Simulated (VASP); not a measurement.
# BaS (Fm-3m) in VASP: a series of runs

The runs below take BaS through single point, with PBE.

Everything below comes from runs of VASP 6.6.1. Logs are shortened: lines on timing, memory, paths and dates and some standing lists are left out, and cuts for length are marked.

## Step 1: The cell of the first run

The structure is cubic, space group Fm-3m (No. 225). The conventional cell has a = 6.451 Å, b = 6.451 Å, c = 6.451 Å, α = 90.00°, β = 90.00°, γ = 90.00°. Within 4.2 Å of Ba (site symmetry m-3m) lie 6 S at 3.23 Å. S (site symmetry m-3m) has 6 Ba at 3.23 Å within 4.2 Å.

## Step 2: Single point, PBE (33.55 Å³/atom)

Contents of INCAR:

```
ALGO = Normal
EDIFF = 1E-7
ENCUT = 520
GGA = PE
ISIF = 2
ISMEAR = -1
LASPH = T
LCHARG = F
LREAL = F
LWAVE = F
NBANDS = 15
NELM = 80
PREC = Accurate
SIGMA = 0.01
```

Contents of KPOINTS:

```
k-points
0
Gamma
  7 7 7
```

Contents of POSCAR:

```
BaS
1.0
    0.0000000000      3.2253733438      3.2253733438
    3.2253733438      0.0000000000      3.2253733438
    3.2253733438      3.2253733438      0.0000000000
Ba S
1 1
Direct
    0.0000000000      0.0000000000      0.0000000000
    0.5000000000      0.5000000000      0.5000000000
```

Potentials or basis: VASP PAW PBE potentials, release 64 (Ba_sv, S).

On the command line:

```sh
> cat potpaw_PBE.64/Ba_sv/POTCAR potpaw_PBE.64/S/POTCAR > POTCAR
> mpirun -np 1 vasp_std > vasp.out
```

OUTCAR:

```text
EDIFF = 1E-7
   ENCUT = 520
   GGA = PE
   ISIF = 2
   ISMEAR = -1
   LASPH = T
   LREAL = F
   NELM = 80
   PREC = Accurate

 ion  position               nearest neighbor table
   1  0.000  0.000  0.000-   2 3.23   2 3.23   2 3.23   2 3.23   2 3.23   2 3.23
   2  0.500  0.500  0.500-   1 3.23   1 3.23   1 3.23   1 3.23   1 3.23   1 3.23

  LATTYP: Found a face centered cubic cell.
 ALAT       =     6.4507466876

  Lattice vectors:

 A1 = (   0.0000000000,   3.2253733438,   3.2253733438)
 A2 = (   3.2253733438,   0.0000000000,   3.2253733438)
 A3 = (   3.2253733438,   3.2253733438,   0.0000000000)

Analysis of symmetry for initial positions (statically):
=====================================================================
 Subroutine PRICEL returns:
 Original cell was already a primitive cell.

 Routine SETGRP: Setting up the symmetry group for a
 face centered cubic supercell.

 Subroutine GETGRP returns: Found 48 space group operations
 (whereof 48 operations were pure point group operations)
 out of a pool of 48 trial point group operations.

The static configuration has the point symmetry O_h .

Analysis of symmetry for dynamics (positions and initial velocities):
=====================================================================
 Subroutine PRICEL returns:
 Original cell was already a primitive cell.

 Routine SETGRP: Setting up the symmetry group for a
 face centered cubic supercell.

 Subroutine GETGRP returns: Found 48 space group operations
 (whereof 48 operations were pure point group operations)
 out of a pool of 48 trial point group operations.

The dynamic configuration has the point symmetry O_h .

 Subroutine INISYM returns: Found 48 space group operations
 (whereof 48 operations are pure point group operations),
 and found     1 'primitive' translations

----------------------------------------------------------------------------------------

                                     Primitive cell

  volume of cell :      67.1073

  direct lattice vectors                    reciprocal lattice vectors
     0.000000000  3.225373344  3.225373344    -0.155020814  0.155020814  0.155020814
     3.225373344  0.000000000  3.225373344     0.155020814 -0.155020814  0.155020814
     3.225373344  3.225373344  0.000000000     0.155020814  0.155020814 -0.155020814

  length of vectors
     4.561366727  4.561366727  4.561366727     0.268503925  0.268503925  0.268503925

  position of ions in fractional coordinates (direct lattice)
     0.000000000  0.000000000  0.000000000
     0.500000000  0.500000000  0.500000000

  ion indices of the primitive-cell ions
   primitive index   ion index
                 1           1
                 2           2

----------------------------------------------------------------------------------------

 KPOINTS: k-points

Automatic generation of k-mesh.
 Grid dimensions read from file:
 generate k-points for:    7    7    7

 Generating k-lattice:

  Cartesian coordinates                     Fractional coordinates (reciprocal lattice)
    -0.022145831  0.022145831  0.022145831     0.142857143  0.000000000  0.000000000
     0.022145831 -0.022145831  0.022145831     0.000000000  0.142857143  0.000000000
     0.022145831  0.022145831 -0.022145831     0.000000000  0.000000000  0.142857143

  Length of vectors
     0.038357704  0.038357704  0.038357704

  Shift w.r.t. Gamma in fractional coordinates (k-lattice)
     0.000000000  0.000000000  0.000000000

 Subroutine IBZKPT returns following result:
 ===========================================

 Found     20 irreducible k-points:

 Following reciprocal coordinates:
            Coordinates               Weight
  0.000000  0.000000  0.000000      1.000000
  0.142857  0.000000  0.000000      8.000000
  0.285714  0.000000  0.000000      8.000000
  0.428571  0.000000  0.000000      8.000000
  0.142857  0.142857  0.000000      6.000000
  0.285714  0.142857  0.000000     24.000000
[... 12 lines left out ...]
 -0.428571  0.428571  0.142857     24.000000
 -0.285714  0.428571  0.142857     24.000000
   k-points           NKPTS =     20   k-points in BZ     NKDIM =     20   number of bands    NBANDS=     15
   number of dos      NEDOS =    301   number of ions     NIONS =      2
   total plane-waves  NPLWV =  46656
   dimension x,y,z NGX =    36 NGY =   36 NGZ =   36
   dimension x,y,z NGXF=    72 NGYF=   72 NGZF=   72
   ions per type =               1   1
   NGX,Y,Z   is equivalent  to a cutoff of  13.12, 13.12, 13.12 a.u.
   NGXF,Y,Z  is equivalent  to a cutoff of  26.24, 26.24, 26.24 a.u.
 SYSTEM =  unknown system
   PREC   = accura    normal or accurate (medium, high low for compatibility)
   ISTART =      0    job   : 0-new  1-cont  2-samecut
   ICHARG =      2    charge: 1-file 2-atom 10-const
   ISPIN  =      1    spin polarized calculation?
   LNONCOLLINEAR =      F non collinear calculations
   LSORBIT =      F    spin-orbit coupling
   LASPH  =      T    aspherical Exc in radial PAW
   ENCUT  =  520.0 eV  38.22 Ry    6.18 a.u.   8.48  8.48  8.48*2*pi/ulx,y,z
   NELM   =     80;   NELMIN=  2; NELMDL= -5     # of ELM steps
   EDIFF  = 0.1E-06   stopping-criterion for ELM
   LREAL  =      F    real-space projection
   EDIFFG = 0.1E-05   stopping-criterion for IOM
   NSW    =      0    number of steps for IOM
   IBRION =     -1    ionic relax: 0-MD 1-quasi-New 2-CG
   NFREE  =      0    steps in history (QN), initial steepest desc. (CG)
   ISIF   =      2    stress and relaxation
   ISYM   =      2    0-nonsym 1-usesym 2-fastsym
   POTIM  = 0.5000    time-step for ionic-motion
   TEBEG  =    0.0;   TEEND  =   0.0 temperature during run
   PSTRESS=    0.0 pullay stress
   NELECT =      16.0000    total number of electrons
   NUPDOWN=      -1.0000    fix difference up-down
   EMIN   =  10.00;   EMAX   =-10.00  energy-range for DOS
   EFERMI =   0.00;   METHOD = LEGACY
   ISMEAR =    -1;   SIGMA  =   0.01  broadening in eV -4-tet -1-fermi 0-gaus
   EFERMI_NEDOS =   21; number of points for ismear=-14 and -15
   IALGO  =     38    algorithm
   IMIX   =      4    mixing-type and parameters
     AMIX     =   0.40;   BMIX     =  1.00
     AMIX_MAG =   1.60;   BMIX_MAG =  1.00
  volume/ion in A,a.u.               =      33.55       226.43
  Fermi-wavevector in a.u.,A,eV,Ry     =   1.015137  1.918332 14.020858  1.030504
  Thomas-Fermi vector in A             =   2.148406
   LORBIT       =      0    0 simple, 1 ext, 2 COOP (PROOUT), +10 PAW based schemes
   GGA     = PE    functional components
   LHFCALC =     F    Hartree Fock is set to
   AEXX    =    0.0000 exact exchange contribution
   IVDW    =     0    specifies the selected vdW correction
   LEPSILON=     F    determine dielectric tensor
   LRPA    =     F    only Hartree local field effects (RPA)
 non-spin polarized calculation
  energy-cutoff  :      520.00
  volume of cell :       67.11
 maximum number of plane-waves:      1829
 NGX is ok and might be reduce to    36
   NGX = 17   NGY = 17   NGZ = 17

 number of electron      16.0000001 magnetization

 Free energy of the ion-electron system (eV)
  ---------------------------------------------------
  ext. energy  EPLUGINS =         0.00000000
  ---------------------------------------------------
  free energy    TOTEN  =       -10.19412046 eV

  energy without entropy =      -10.19412046  energy(sigma->0) =      -10.19412046

 E-fermi :   1.5274     XC(G=0):  -8.5037

 val. band max:        1.3031208486   @ k =   0.0000   0.0000   0.0000
 cond. band min:       3.5159211139   @ k =   0.4286   0.4286   0.0000
 fundamental gap:      2.2128002653
 Fermi energy:         1.5273819445

 k-point     1 :       0.0000    0.0000    0.0000
  band No.  band energies     occupation
      1     -24.8665      2.00000
      2      -9.9250      2.00000
      3      -9.9250      2.00000
      4      -9.9250      2.00000
      5      -9.0124      2.00000
      6       1.3031      2.00000
      7       1.3031      2.00000
      8       1.3031      2.00000
      9       4.7601      0.00000
     10       5.1660      0.00000
     11       5.1660      0.00000
     12       5.1660      0.00000
     13       6.0612      0.00000
     14       6.0612      0.00000
     15       9.9858      0.00000

 k-point     2 :       0.1429    0.0000    0.0000
  band No.  band energies     occupation
      1     -24.8593      2.00000
      2     -10.2314      2.00000
      3      -9.9318      2.00000
      4      -9.9318      2.00000
      5      -8.6886      2.00000
      6       0.8074      2.00000
      7       1.0533      2.00000
      8       1.0533      2.00000
      9       5.1569      0.00000
     10       5.4585      0.00000
     11       5.4585      0.00000
     12       5.5207      0.00000
     13       6.6183      0.00000
     14       6.6183      0.00000
     15      10.7566      0.00000

 k-point     3 :       0.2857    0.0000    0.0000
  band No.  band energies     occupation
      1     -24.8431      2.00000
      2     -10.6540      2.00000
      3      -9.9468      2.00000
      4      -9.9468      2.00000
      5      -8.2245      2.00000
      6       0.0036      2.00000
      7       0.6038      2.00000
      8       0.6038      2.00000
      9       5.5066      0.00000
     10       6.2602      0.00000
     11       6.2602      0.00000
     12       6.8332      0.00000
     13       7.9599      0.00000
     14       7.9599      0.00000
     15      11.6960      0.00000
[... 271 lines left out ...]
 k-point    19 :      -0.4286    0.4286    0.1429
  band No.  band energies     occupation
      1     -24.8184      2.00000
      2     -10.4488      2.00000
      3     -10.1608      2.00000
      4     -10.1377      2.00000
      5      -8.5581      2.00000
      6       0.4574      2.00000
      7       0.6800      2.00000
      8       0.9486      2.00000
      9       4.3107      0.00000
     10       7.0213      0.00000
     11       7.3694      0.00000
     12       8.2691      0.00000
     13       8.4948      0.00000
     14       9.1885      0.00000
     15      10.5363      0.00000

 k-point    20 :      -0.2857    0.4286    0.1429
  band No.  band energies     occupation
      1     -24.8172      2.00000
      2     -10.4769      2.00000
      3     -10.2475      2.00000
      4     -10.1155      2.00000
      5      -8.4195      2.00000
      6       0.2041      2.00000
      7       0.7172      2.00000
      8       0.7689      2.00000
      9       5.2181      0.00000
     10       6.1004      0.00000
     11       7.5619      0.00000
     12       8.2449      0.00000
     13       8.3834      0.00000
     14      10.2238      0.00000
     15      11.2982      0.00000

------------------------ aborting loop because EDIFF is reached ----------------------------------------

  FORCE on cell =-STRESS in cart. coord.  units (eV):
  Direction    XX          YY          ZZ          XY          YZ          ZX
  --------------------------------------------------------------------------------------
  -------------------------------------------------------------------------------------
  Total        0.0444435      0.0444435      0.0444435      0.0000000     -0.0000000     -0.0000000
  in kB        1.0610811      1.0610811      1.0610811      0.0000000     -0.0000000     -0.0000000
  external PRESSURE =       1.0610811 kB  Pullay stress =       0.0000000 kB

 VOLUME and BASIS-vectors are now :
 -----------------------------------------------------------------------------
  energy-cutoff  :      520.00
  volume of cell :       67.11
      direct lattice vectors                 reciprocal lattice vectors
     0.000000000  3.225373344  3.225373344    -0.155020814  0.155020814  0.155020814
     3.225373344  0.000000000  3.225373344     0.155020814 -0.155020814  0.155020814
     3.225373344  3.225373344  0.000000000     0.155020814  0.155020814 -0.155020814

 POSITION                                       TOTAL-FORCE (eV/Angst)
 -----------------------------------------------------------------------------------
      0.00000      0.00000      0.00000        -0.000000      0.000000     -0.000000
      3.22537      3.22537      3.22537         0.000000     -0.000000      0.000000
 -----------------------------------------------------------------------------------
    total drift:                                0.000000      0.000000      0.000000

  FREE ENERGIE OF THE ION-ELECTRON SYSTEM (eV)
  ---------------------------------------------------
  free  energy   TOTEN  =       -10.1941204556 eV

  energy  without entropy=      -10.1941204556  energy(sigma->0) =      -10.19412046
```

It took 18 s on 1 thread of Intel Xeon Platinum 8488C (Sapphire Rapids), shared host; peak memory 0.21 GiB.

Results:

```
Free energy            : -10.1941 eV
Pressure               : 0.1 GPa
Band gap on the k mesh : 2.21 eV (least direct gap 2.37 eV)
```

Caveat: spin-orbit coupling is left out, which moves the levels of the heavy elements; an odd mesh through Γ misses points on the zone boundary, where band edges can lie.

(Continued in part 2 of 2.)
